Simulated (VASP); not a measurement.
# Cu2O (Pn-3m) in VASP: further runs

Cu2O is run at these levels: HSE06; tasks: single point.

All numbers are computed with VASP 6.6.1; they aren't measurements. Logs are shortened: lines on timing, memory, paths and dates and some standing lists are left out, and cuts for length are marked.

### 1 The cell of the first run

It takes space group Pn-3m (No. 224, cubic). Conventional cell: a = 4.076 Å, b = 4.076 Å, c = 4.076 Å, α = 90.00°, β = 90.00°, γ = 90.00°. Cu (site symmetry -3m) has 2 O at 1.77 Å within 2.3 Å. Within 2.3 Å of O (site symmetry -43m) lie 4 Cu at 1.77 Å.

### 2 Single point, HSE06 (strain -4.0%)

The input, POSCAR:

```
Cu2O
1.0
    4.0762370862      0.0000000000      0.0000000000
    0.0000000000      4.0762370862      0.0000000000
    0.0000000000      0.0000000000      4.0762370862
Cu O
4 2
Direct
    0.2500000000      0.2500000000      0.7500000000
    0.7500000000      0.2500000000      0.2500000000
    0.2500000000      0.7500000000      0.2500000000
    0.7500000000      0.7500000000      0.7500000000
    0.5000000000      0.5000000000      0.5000000000
    0.0000000000      0.0000000000      0.0000000000
```

The input, INCAR.step1:

```
PREC     = Accurate       # precision mode
ENCUT    = 520            # plane-wave cutoff, eV
EDIFF    = 1E-5           # SCF threshold, eV
ISMEAR   = 0              # smearing method
SIGMA    = 0.01           # smearing width, eV
LREAL    = False          # projectors in reciprocal space
LASPH    = True           # aspherical terms in the spheres
NELM     = 120            # most SCF steps
ALGO     = Normal         # electronic algorithm
ISIF     = 2              # what is computed and relaxed
LWAVE    = True           # write WAVECAR
GGA      = PE             # functional
NBANDS   = 37             # bands
GGA_COMPAT= False        
KPAR     = 4
```

The input, INCAR.step2:

```
PREC     = Accurate       # precision mode
ENCUT    = 520            # plane-wave cutoff, eV
EDIFF    = 1E-6           # SCF threshold, eV
ISMEAR   = 0              # smearing method
SIGMA    = 0.01           # smearing width, eV
LREAL    = False          # projectors in reciprocal space
LASPH    = True           # aspherical terms in the spheres
NELM     = 120            # most SCF steps
ALGO     = Normal         # electronic algorithm
ISIF     = 2              # what is computed and relaxed
LWAVE    = False          # write WAVECAR
LCHARG   = True           # write CHGCAR
GGA      = PE             # functional
LHFCALC  = True           # exact exchange
HFSCREEN = 0.2079         # screening, 1/A
PRECFOCK = Normal       
LVHAR    = True         
ISTART   = 1            
NBANDS   = 37             # bands
GGA_COMPAT= False        
KPAR     = 4
```

The input, KPOINTS:

```
regular mesh
0
Gamma
  4 4 4
```

Potentials or basis: VASP PAW PBE potentials, release 64 (Cu, O).

On the command line:

```
$ cat potpaw_PBE.64/Cu/POTCAR potpaw_PBE.64/O/POTCAR > POTCAR
$ cp INCAR.step1 INCAR
$ mpirun -np 4 vasp_std > vasp.out
$ cp INCAR.step2 INCAR
$ mpirun -np 4 vasp_std > vasp.out
```

OUTCAR:

```text
PREC = Accurate
   ENCUT = 520
   EDIFF = 1E-6
   ISMEAR = 0
   LREAL = False
   LASPH = True
   NELM = 120
   ISIF = 2
   GGA = PE
   LHFCALC = True
   HFSCREEN = 0.2079
   PRECFOCK = Normal
   ISTART = 1

 ion  position               nearest neighbor table
   1  0.250  0.250  0.750-   5 1.77   6 1.77
   2  0.750  0.250  0.250-   5 1.77   6 1.77
   3  0.250  0.750  0.250-   5 1.77   6 1.77
   4  0.750  0.750  0.750-   5 1.77   6 1.77
   5  0.500  0.500  0.500-   1 1.77   2 1.77   3 1.77   4 1.77
   6  0.000  0.000  0.000-   1 1.77   2 1.77   3 1.77   4 1.77

  LATTYP: Found a simple cubic cell.
 ALAT       =     4.0762370862

  Lattice vectors:

 A1 = (   4.0762370862,   0.0000000000,   0.0000000000)
 A2 = (   0.0000000000,   4.0762370862,   0.0000000000)
 A3 = (   0.0000000000,   0.0000000000,   4.0762370862)

Analysis of symmetry for initial positions (statically):
=====================================================================
 Subroutine PRICEL returns:
 Original cell was already a primitive cell.

 Routine SETGRP: Setting up the symmetry group for a
 simple cubic supercell.

 Subroutine GETGRP returns: Found 48 space group operations
 (whereof 24 operations were pure point group operations)
 out of a pool of 48 trial point group operations.

The static configuration has the point symmetry T_d .
 The point group associated with its full space group is O_h .

Analysis of symmetry for dynamics (positions and initial velocities):
=====================================================================
 Subroutine PRICEL returns:
 Original cell was already a primitive cell.

 Routine SETGRP: Setting up the symmetry group for a
 simple cubic supercell.

 Subroutine GETGRP returns: Found 48 space group operations
 (whereof 24 operations were pure point group operations)
 out of a pool of 48 trial point group operations.

The dynamic configuration has the point symmetry T_d .
 The point group associated with its full space group is O_h .

 Subroutine INISYM returns: Found 48 space group operations
 (whereof 24 operations are pure point group operations),
 and found     1 'primitive' translations

----------------------------------------------------------------------------------------

                                     Primitive cell

  volume of cell :      67.7296

  direct lattice vectors                    reciprocal lattice vectors
     4.076237086  0.000000000  0.000000000     0.245324298  0.000000000  0.000000000
     0.000000000  4.076237086  0.000000000     0.000000000  0.245324298  0.000000000
     0.000000000  0.000000000  4.076237086     0.000000000  0.000000000  0.245324298

  length of vectors
     4.076237086  4.076237086  4.076237086     0.245324298  0.245324298  0.245324298

  position of ions in fractional coordinates (direct lattice)
     0.250000000  0.250000000  0.750000000
     0.750000000  0.250000000  0.250000000
     0.250000000  0.750000000  0.250000000
     0.750000000  0.750000000  0.750000000
     0.500000000  0.500000000  0.500000000
     0.000000000  0.000000000  0.000000000

  ion indices of the primitive-cell ions
   primitive index   ion index
                 1           1
                 2           2
                 3           3
                 4           4
                 5           5
                 6           6

----------------------------------------------------------------------------------------

 KPOINTS: regular mesh

Automatic generation of k-mesh.
 Grid dimensions read from file:
 generate k-points for:    4    4    4

 Generating k-lattice:

  Cartesian coordinates                     Fractional coordinates (reciprocal lattice)
     0.061331074  0.000000000  0.000000000     0.250000000  0.000000000  0.000000000
     0.000000000  0.061331074  0.000000000     0.000000000  0.250000000  0.000000000
     0.000000000  0.000000000  0.061331074     0.000000000  0.000000000  0.250000000

  Length of vectors
     0.061331074  0.061331074  0.061331074

  Shift w.r.t. Gamma in fractional coordinates (k-lattice)
     0.000000000  0.000000000  0.000000000

 Subroutine IBZKPT returns following result:
 ===========================================

 Found     10 irreducible k-points:

 Following reciprocal coordinates:
            Coordinates               Weight
  0.000000  0.000000  0.000000      1.000000
  0.250000  0.000000  0.000000      6.000000
  0.500000  0.000000  0.000000      3.000000
  0.250000  0.250000  0.000000     12.000000
  0.500000  0.250000  0.000000     12.000000
  0.500000  0.500000  0.000000      3.000000
  0.250000  0.250000  0.250000      8.000000
  0.500000  0.250000  0.250000     12.000000
  0.500000  0.500000  0.250000      6.000000
  0.500000  0.500000  0.500000      1.000000
   k-points           NKPTS =     10   k-points in BZ     NKDIM =     64   number of bands    NBANDS=     37
   number of dos      NEDOS =    301   number of ions     NIONS =      6
   total plane-waves  NPLWV =  27000
   dimension x,y,z NGX =    30 NGY =   30 NGZ =   30
   dimension x,y,z NGXF=    60 NGYF=   60 NGZF=   60
   ions per type =               4   2
   NGX,Y,Z   is equivalent  to a cutoff of  12.24, 12.24, 12.24 a.u.
   NGXF,Y,Z  is equivalent  to a cutoff of  24.47, 24.47, 24.47 a.u.
 SYSTEM =  unknown system
   PREC   = accura    normal or accurate (medium, high low for compatibility)
   ISTART =      1    job   : 0-new  1-cont  2-samecut
   ICHARG =      0    charge: 1-file 2-atom 10-const
   ISPIN  =      1    spin polarized calculation?
   LNONCOLLINEAR =      F non collinear calculations
   LSORBIT =      F    spin-orbit coupling
   LASPH  =      T    aspherical Exc in radial PAW
   ENCUT  =  520.0 eV  38.22 Ry    6.18 a.u.   7.58  7.58  7.58*2*pi/ulx,y,z
   NELM   =    120;   NELMIN=  2; NELMDL=  0     # of ELM steps
   EDIFF  = 0.1E-05   stopping-criterion for ELM
   LREAL  =      F    real-space projection
   EDIFFG = 0.1E-04   stopping-criterion for IOM
   NSW    =      0    number of steps for IOM
   IBRION =     -1    ionic relax: 0-MD 1-quasi-New 2-CG
   NFREE  =      0    steps in history (QN), initial steepest desc. (CG)
   ISIF   =      2    stress and relaxation
   ISYM   =      3    0-nonsym 1-usesym 2-fastsym
   POTIM  = 0.5000    time-step for ionic-motion
   TEBEG  =    0.0;   TEEND  =   0.0 temperature during run
   PSTRESS=    0.0 pullay stress
   NELECT =      56.0000    total number of electrons
   NUPDOWN=      -1.0000    fix difference up-down
   EMIN   =  10.00;   EMAX   =-10.00  energy-range for DOS
   EFERMI =   0.00;   METHOD = LEGACY
   ISMEAR =     0;   SIGMA  =   0.01  broadening in eV -4-tet -1-fermi 0-gaus
   EFERMI_NEDOS =   21; number of points for ismear=-14 and -15
   IALGO  =     38    algorithm
   IMIX   =      1    mixing-type and parameters
     AMIX     =   0.40;   BMIX     =  1.00
     AMIX_MAG =   1.60;   BMIX_MAG =  1.00
  volume/ion in A,a.u.               =      11.29        76.18
  Fermi-wavevector in a.u.,A,eV,Ry     =   1.536543  2.903645 32.122873  2.360965
  Thomas-Fermi vector in A             =   2.643177
   LORBIT       =      0    0 simple, 1 ext, 2 COOP (PROOUT), +10 PAW based schemes
   GGA     = PE    functional components
   LHFCALC =     T    Hartree Fock is set to
   PRECFOCK=normal    Normal, Fast or Accurate (Low or Medium for compatibility)
   ENCUT4O =  -1.0   cutoff for four orbital integrals eV
   NKREDX  =     1    reduce k-point grid by
   NKREDY  =     1    reduce k-point grid by
   NKREDZ  =     1    reduce k-point grid by
   AEXX    =    0.2500 exact exchange contribution
   HFSCREEN=    0.2079 screening length (either q_TF or 0.3 A-1)
   HFSCREENC=   0.2079 screening length for correlation (either q_TF or 0.3 A-1)
   ENCUTFOCK=  -1.0 apply spherical cutoff to Coloumb kernel
   IVDW    =     0    specifies the selected vdW correction
   LEPSILON=     F    determine dielectric tensor
   LRPA    =     F    only Hartree local field effects (RPA)
 non-spin polarized calculation
 Gauss-broadening in eV      SIGMA  =   0.01
  energy-cutoff  :      520.00
  volume of cell :       67.73
 maximum number of plane-waves:      1856
  NGX = 24; NGY = 24; NGZ = 24

 number of electron      55.9999857 magnetization

 Free energy of the ion-electron system (eV)
  ---------------------------------------------------
  ext. energy  EPLUGINS =         0.00000000
  ---------------------------------------------------
  free energy    TOTEN  =       -30.87313229 eV

  energy without entropy =      -30.87313229  energy(sigma->0) =      -30.87313229

 E-fermi :   5.4420     XC(G=0):  -9.5856

 val. band max:        5.3899019927   @ k =   0.0000   0.0000   0.0000
 cond. band min:       7.3366283909   @ k =   0.0000   0.0000   0.0000
 fundamental gap:      1.9467263982
 Fermi energy:         5.4419921840

 k-point     1 :       0.0000    0.0000    0.0000
  band No.  band energies     occupation
      1     -17.6344      2.00000
      2     -16.5458      2.00000
      3      -3.6540      2.00000
      4      -3.6540      2.00000
      5      -3.6540      2.00000
      6      -0.6636      2.00000
[... 29 lines left out ...]
     36      16.9387      0.00000
     37      16.9387      0.00000

 k-point     2 :       0.2500    0.0000    0.0000
  band No.  band energies     occupation
      1     -17.4767      2.00000
      2     -16.7065      2.00000
      3      -3.3938      2.00000
      4      -3.3592      2.00000
      5      -3.3592      2.00000
      6      -1.5392      2.00000
[... 29 lines left out ...]
     36      16.1063      0.00000
     37      16.1063      0.00000

 k-point     3 :       0.5000    0.0000    0.0000
  band No.  band energies     occupation
      1     -17.0934      2.00000
      2     -17.0934      2.00000
      3      -2.7847      2.00000
      4      -2.7847      2.00000
      5      -2.6463      2.00000
      6      -2.6463      2.00000
[... 29 lines left out ...]
     36      15.6578      0.00000
     37      17.1104      0.00000
[... 201 lines left out ...]
 k-point     9 :       0.5000    0.5000    0.2500
  band No.  band energies     occupation
      1     -17.2944      2.00000
      2     -16.7880      2.00000
      3      -3.5204      2.00000
      4      -3.5204      2.00000
      5      -3.0748      2.00000
      6      -1.7911      2.00000
[... 29 lines left out ...]
     36      18.1644      0.00000
     37      19.6129      0.00000

 k-point    10 :       0.5000    0.5000    0.5000
  band No.  band energies     occupation
      1     -17.3824      2.00000
      2     -16.6618      2.00000
      3      -3.4505      2.00000
      4      -3.4505      2.00000
      5      -3.4505      2.00000
      6      -1.5538      2.00000
[... 29 lines left out ...]
     36      16.8493      0.00000
     37      22.2327      0.00000

------------------------ aborting loop because EDIFF is reached ----------------------------------------

  FORCE on cell =-STRESS in cart. coord.  units (eV):
  Direction    XX          YY          ZZ          XY          YZ          ZX
  --------------------------------------------------------------------------------------
  -------------------------------------------------------------------------------------
  Total       10.6545029     10.6545029     10.6545029     -0.0000000     -0.0000000     -0.0000000
  in kB      252.0376772    252.0376772    252.0376772     -0.0000000     -0.0000000     -0.0000000
  external PRESSURE =     252.0376772 kB  Pullay stress =       0.0000000 kB

 VOLUME and BASIS-vectors are now :
 -----------------------------------------------------------------------------
  energy-cutoff  :      520.00
  volume of cell :       67.73
      direct lattice vectors                 reciprocal lattice vectors
     4.076237086  0.000000000  0.000000000     0.245324298  0.000000000  0.000000000
     0.000000000  4.076237086  0.000000000     0.000000000  0.245324298  0.000000000
     0.000000000  0.000000000  4.076237086     0.000000000  0.000000000  0.245324298

 POSITION                                       TOTAL-FORCE (eV/Angst)
 -----------------------------------------------------------------------------------
      1.01906      1.01906      3.05718        -0.000000      0.000000      0.000000
      3.05718      1.01906      1.01906         0.000000     -0.000000     -0.000000
      1.01906      3.05718      1.01906         0.000000      0.000000      0.000000
      3.05718      3.05718      3.05718         0.000000     -0.000000     -0.000000
      2.03812      2.03812      2.03812         0.000000      0.000000      0.000000
      0.00000      0.00000      0.00000        -0.000000      0.000000      0.000000
 -----------------------------------------------------------------------------------
    total drift:                                0.000002     -0.000000      0.000002

  FREE ENERGIE OF THE ION-ELECTRON SYSTEM (eV)
  ---------------------------------------------------
  free  energy   TOTEN  =       -30.8731322939 eV

  energy  without entropy=      -30.8731322939  energy(sigma->0) =      -30.87313229
```

Wall time 25 min (4 MPI ranks of AMD EPYC 7R13 (Zen 3), shared host); peak memory 0.27 GiB.

Results:

```yaml
Free_energy: -30.8731 eV
Pressure: 25.2 GPa
Band_gap_on_the_k_mesh: 1.95 eV
```

Caveat: the cell differs from its parent crystal (strain -4.0%); the cell stands under pressure; the PAW data sets were made with another functional, which shifts forces and pressure a little.

(Continued in part 2 of 2.)
